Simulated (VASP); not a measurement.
# CdIn2O4 (Fd-3m) in VASP: electric field gradients with PBE

Aim: the electric field gradients of CdIn2O4 with PBE.

Program: VASP 6.6.1. These are calculated values, not measurements. Logs are shortened: lines on timing, memory, paths and dates and some standing lists are left out, and cuts for length are marked.

## Step 1: The cell of the first run

The structure is cubic, space group Fd-3m (No. 227). The conventional cell has a = 9.166 Å, b = 9.166 Å, c = 9.166 Å, α = 90.00°, β = 90.00°, γ = 90.00°. Cd (site symmetry -43m) has 4 O at 2.18 Å within 2.9 Å. Within 2.9 Å of In (site symmetry -3m) lie 6 O at 2.18 Å. O (site symmetry 3m) has 1 Cd at 2.18 Å and 3 In at 2.18 Å and 3 O at 2.92 Å within 3.0 Å.

## Step 2: Electric field gradients, PBE, non-collinear spin, zero start, spin-orbit coupling

INCAR

```
SYSTEM = CdIn2O4
ALGO = Normal
EDIFF = 1E-8
ENCUT = 520
GGA = PE
GGA_COMPAT = .False.
ISIF = 2
ISMEAR = -1
KPAR = 4
LASPH = .True.
LCHARG = .False.
LEFG = .True.
LORBIT = 11
LORBMOM = .True.
LREAL = .False.
LSORBIT = .True.
LWAVE = .False.
MAGMOM = 0 0 0 0 0 0 0 0 0 0 0 0 0 0 0 0 0 0 0 0 0 0 0 0 0 0 0 0 0 0 0 0 0 0 0 0 0 0 0 0 0 0
NBANDS = 148
NELM = 200
PREC = Accurate
SIGMA = 0.02
```

KPOINTS

```
k-points
0
Gamma
  4 4 4
  0 0 0
```

POSCAR

```
CdIn2O4
1.0
    0.0000000000      4.5830000000      4.5830000000
    4.5830000000      0.0000000000      4.5830000000
    4.5830000000      4.5830000000      0.0000000000
Cd In O
2 4 8
Direct
    0.5000000000      0.5000000000      0.5000000000
    0.7500000000      0.7500000000      0.7500000000
    0.1250000000      0.1250000000      0.1250000000
    0.6250000000      0.1250000000      0.1250000000
    0.1250000000      0.1250000000      0.6250000000
    0.1250000000      0.6250000000      0.1250000000
    0.3625319088      0.3625319088      0.3625319088
    0.3375957265      0.8874680912      0.8874680912
    0.3625319088      0.3625319088      0.9124042735
    0.8874680912      0.3375957265      0.8874680912
    0.9124042735      0.3625319088      0.3625319088
    0.8874680912      0.8874680912      0.8874680912
    0.3625319088      0.9124042735      0.3625319088
    0.8874680912      0.8874680912      0.3375957265
```

Potentials or basis: VASP PAW PBE potentials, release 64 (Cd, In_d, O).

Launch:

```bash
$ cat potpaw_PBE.64/Cd/POTCAR potpaw_PBE.64/In_d/POTCAR potpaw_PBE.64/O/POTCAR > POTCAR
$ mpirun -np 4 vasp_ncl > vasp.out
```

OUTCAR:

```text
SYSTEM = CdIn2O4
   EDIFF = 1E-8
   ENCUT = 520
   GGA = PE
   ISIF = 2
   ISMEAR = -1
   LASPH = .True.
   LORBIT = 11
   LREAL = .False.
   LSORBIT = .True.
   NELM = 200
   PREC = Accurate

 ion  position               nearest neighbor table
   1  0.500  0.500  0.500-   9 2.18  11 2.18  13 2.18   7 2.18   4 3.80   6 3.80   3 3.80   3 3.80
                             5 3.80   6 3.80   3 3.80   4 3.80   5 3.80   5 3.80   6 3.80   4 3.80
   2  0.750  0.750  0.750-   8 2.18  10 2.18  14 2.18  12 2.18   4 3.80   6 3.80   3 3.80   3 3.80
                             4 3.80   5 3.80   3 3.80   5 3.80   6 3.80   5 3.80   6 3.80   4 3.80
   3  0.125  0.125  0.125-   8 2.18   9 2.18  10 2.18  11 2.18  13 2.18  14 2.18   4 3.24   5 3.24
                             6 3.24   5 3.24   6 3.24   4 3.24   1 3.80   2 3.80   1 3.80   2 3.80
   4  0.625  0.125  0.125-   7 2.18  12 2.18  10 2.18   9 2.18  13 2.18  14 2.18   3 3.24   5 3.24
                             6 3.24   3 3.24   5 3.24   6 3.24   1 3.80   2 3.80   2 3.80   1 3.80
   5  0.125  0.125  0.625-   7 2.18  12 2.18  10 2.18  11 2.18   8 2.18  13 2.18   3 3.24   3 3.24
                             4 3.24   6 3.24   6 3.24   4 3.24   1 3.80   2 3.80   1 3.80   2 3.80
   6  0.125  0.625  0.125-   7 2.18  12 2.18   9 2.18  11 2.18   8 2.18  14 2.18   3 3.24   5 3.24
                             3 3.24   4 3.24   5 3.24   4 3.24   1 3.80   2 3.80   1 3.80   2 3.80
   7  0.363  0.363  0.363-   1 2.18   4 2.18   5 2.18   6 2.18
   8  0.338  0.887  0.887-   2 2.18   3 2.18   5 2.18   6 2.18
   9  0.363  0.363  0.912-   1 2.18   3 2.18   4 2.18   6 2.18
  10  0.887  0.338  0.887-   2 2.18   3 2.18   4 2.18   5 2.18
  11  0.912  0.363  0.363-   1 2.18   3 2.18   5 2.18   6 2.18
  12  0.887  0.887  0.887-   2 2.18   4 2.18   5 2.18   6 2.18
  13  0.363  0.912  0.363-   1 2.18   3 2.18   4 2.18   5 2.18
  14  0.887  0.887  0.338-   2 2.18   3 2.18   4 2.18   6 2.18

  LATTYP: Found a face centered cubic cell.
 ALAT       =     9.1660000000

  Lattice vectors:

 A1 = (   0.0000000000,   4.5830000000,   4.5830000000)
 A2 = (   4.5830000000,   0.0000000000,   4.5830000000)
 A3 = (   4.5830000000,   4.5830000000,   0.0000000000)

Analysis of symmetry for initial positions (statically):
=====================================================================
 Subroutine PRICEL returns:
 Original cell was already a primitive cell.

 Routine SETGRP: Setting up the symmetry group for a
 face centered cubic supercell.

 Subroutine GETGRP returns: Found 48 space group operations
 (whereof 24 operations were pure point group operations)
 out of a pool of 48 trial point group operations.

The static configuration has the point symmetry T_d .
 The point group associated with its full space group is O_h .

Analysis of symmetry for dynamics (positions and initial velocities):
[... 1484 lines left out ...]
    -0.0019867    -0.0019867     0.0000000
 l=   2
     0.0000000    -0.0014037     0.0000000    -0.0014037    -0.0053774
    -0.0014037     0.0000000    -0.0040330    -0.0014037    -0.0013443
     0.0000000    -0.0040330     0.0000000    -0.0040330     0.0000000
    -0.0014037    -0.0014037    -0.0040330     0.0000000    -0.0013443
    -0.0053774    -0.0013443     0.0000000    -0.0013443     0.0000000
 l=   3
     0.0000000     0.0000000     0.0000000     0.0000000     0.0000000     0.0000000     0.0000000
     0.0000000     0.0000000     0.0000000     0.0000000     0.0000000     0.0000000     0.0000000
     0.0000000     0.0000000     0.0000000     0.0000000     0.0000000     0.0000000     0.0000000
     0.0000000     0.0000000     0.0000000     0.0000000     0.0000000     0.0000000     0.0000000
[... 249 lines left out ...]
 l=   2
     0.0000000     0.0000000     0.0000000     0.0000000     0.0000000
     0.0000000     0.0000000     0.0000000     0.0000000     0.0000000
     0.0000000     0.0000000     0.0000000     0.0000000     0.0000000
     0.0000000     0.0000000     0.0000000     0.0000000     0.0000000
     0.0000000     0.0000000     0.0000000     0.0000000     0.0000000
 l=   3
     0.0000000     0.0000000     0.0000000     0.0000000     0.0000000     0.0000000     0.0000000
     0.0000000     0.0000000     0.0000000     0.0000000     0.0000000     0.0000000     0.0000000
     0.0000000     0.0000000     0.0000000     0.0000000     0.0000000     0.0000000     0.0000000
     0.0000000     0.0000000     0.0000000     0.0000000     0.0000000     0.0000000     0.0000000
     0.0000000     0.0000000     0.0000000     0.0000000     0.0000000     0.0000000     0.0000000
     0.0000000     0.0000000     0.0000000     0.0000000     0.0000000     0.0000000     0.0000000
     0.0000000     0.0000000     0.0000000     0.0000000     0.0000000     0.0000000     0.0000000

 total charge

# of ion       s       p       d       tot
------------------------------------------
    1        0.343   0.295   9.638  10.276
    2        0.343   0.295   9.638  10.276
    3        0.654   0.663  10.075  11.392
    4        0.654   0.663  10.075  11.392
    5        0.654   0.663  10.075  11.392
    6        0.654   0.663  10.075  11.392
    7        1.563   3.435   0.000   4.998
    8        1.563   3.435   0.000   4.998
    9        1.563   3.435   0.000   4.998
   10        1.563   3.435   0.000   4.998
   11        1.563   3.435   0.000   4.998
   12        1.563   3.435   0.000   4.998
   13        1.563   3.435   0.000   4.998
   14        1.563   3.435   0.000   4.998
--------------------------------------------------
tot         15.810  30.720  59.575 106.105

 magnetization (x)

# of ion       s       p       d       tot
------------------------------------------
    1       -0.000   0.000   0.000   0.000
    2       -0.000  -0.000  -0.000  -0.000
    3        0.000   0.000   0.000   0.000
    4        0.000  -0.000   0.000  -0.000
    5        0.000   0.000   0.000   0.000
    6        0.000  -0.000   0.000   0.000
    7       -0.000  -0.000   0.000  -0.000
    8        0.000   0.000   0.000   0.000
    9        0.000   0.000   0.000   0.000
   10       -0.000   0.000   0.000   0.000
   11        0.000   0.000   0.000   0.000
   12        0.000  -0.000   0.000  -0.000
   13       -0.000   0.000   0.000   0.000
   14        0.000  -0.000   0.000  -0.000
--------------------------------------------------
tot          0.000   0.000   0.000   0.000

 magnetization (y)

# of ion       s       p       d       tot
------------------------------------------
    1        0.000   0.000  -0.000   0.000
    2        0.000   0.000  -0.000   0.000
    3        0.000   0.000   0.000   0.000
    4       -0.000  -0.000   0.000  -0.000
    5        0.000  -0.000   0.000  -0.000
    6        0.000  -0.000   0.000   0.000
    7        0.000  -0.000   0.000  -0.000
    8       -0.000   0.000   0.000   0.000
    9        0.000   0.000   0.000   0.000
   10        0.000  -0.000   0.000  -0.000
   11       -0.000   0.000   0.000   0.000
   12        0.000  -0.000   0.000  -0.000
   13       -0.000  -0.000   0.000  -0.000
   14        0.000   0.000   0.000   0.000
--------------------------------------------------
tot          0.000  -0.000  -0.000  -0.000

 magnetization (z)

# of ion       s       p       d       tot
------------------------------------------
    1        0.000   0.000   0.000   0.000
    2       -0.000   0.000   0.000   0.000
    3        0.000   0.000   0.000   0.000
    4       -0.000   0.000   0.000  -0.000
    5        0.000   0.000  -0.000   0.000
    6       -0.000   0.000   0.000  -0.000
    7       -0.000   0.000   0.000   0.000
    8        0.000  -0.000   0.000  -0.000
    9       -0.000   0.000   0.000  -0.000
   10        0.000  -0.000   0.000  -0.000
   11        0.000   0.000   0.000   0.000
   12       -0.000   0.000   0.000   0.000
   13       -0.000  -0.000   0.000  -0.000
   14        0.000   0.000   0.000   0.000
--------------------------------------------------
tot         -0.000   0.000   0.000   0.000
```

stdout:

```text
POSCAR found type information on POSCAR CdInO
 POSCAR found :  3 types and      14 ions
 scaLAPACK will be used
 LDA part: xc-table for (Slater+PW92), standard interpolation
 POSCAR, INCAR and KPOINTS ok, starting setup
 FFT: planning ... GRIDC
 FFT: planning ... GRID_SOFT
 FFT: planning ... GRID
 WAVECAR not read
 entering main loop
ion   1

ion   2

ion   3

ion   4

ion   5

ion   6

ion   7

ion   8

ion   9

ion  10

ion  11

ion  12

ion  13

ion  14
```

It took 6.4 min on 4 MPI ranks of Intel Xeon Platinum 8559C (Emerald Rapids), shared host; peak memory 1.1 GiB.

What came out:

```yaml
Free_energy: -71.6072 eV
Pressure: 7.7 GPa
Largest_force: 0.013 eV/Å
Net_moment: 0.00 μB per cell
Largest_electric_field_gradient_by_atom: Cd -0.0; In -52.5; O +18.2 V/Å²
Valence_electrons_inside_the_program's_atomic_spheres: Cd 10.28; In 11.39; O 5.00
```

Forces on the atoms (eV/Å):
```
Cd   0.000  0.000  0.000
Cd   0.000  0.000  0.000
In   0.000  0.000  0.000
In   0.000  0.000  0.000
In   0.000  0.000  0.000
In   0.000  0.000  0.000
O   -0.008 -0.008 -0.008
O    0.008 -0.008 -0.008
O    0.008  0.008 -0.008
O   -0.008  0.008 -0.008
O   -0.008  0.008  0.008
O    0.008  0.008  0.008
O    0.008 -0.008  0.008
O   -0.008 -0.008  0.008
```

Moments on the atoms (μB; x, y, z):
```
Cd  0.00 0.00 0.00
Cd  0.00 0.00 0.00
In  0.00 0.00 0.00
In  0.00 0.00 0.00
In  0.00 0.00 0.00
In  0.00 0.00 0.00
O   0.00 0.00 0.00
O   0.00 0.00 0.00
O   0.00 0.00 0.00
O   0.00 0.00 0.00
O   0.00 0.00 0.00
O   0.00 0.00 0.00
O   0.00 0.00 0.00
O   0.00 0.00 0.00
```

Electric field gradients, principal values (V/Å²):
```tsv
atom	least	middle	greatest (by size)
1 Cd	0.002	0.002	-0.004
2 Cd	0.002	0.002	-0.004
3 In	26.257	26.257	-52.515
4 In	26.254	26.259	-52.513
5 In	26.254	26.259	-52.513
6 In	26.254	26.259	-52.513
7 O	-9.107	-9.107	18.215
8 O	-9.103	-9.109	18.212
9 O	-9.103	-9.109	18.212
10 O	-9.103	-9.109	18.212
11 O	-9.103	-9.109	18.212
12 O	-9.107	-9.107	18.215
13 O	-9.103	-9.109	18.212
14 O	-9.103	-9.109	18.212
```

Caveat: the cell stands under pressure; without QUAD_EFG the Cq values of the log hold for a quadrupole moment of 1 mb, not for the nuclei.
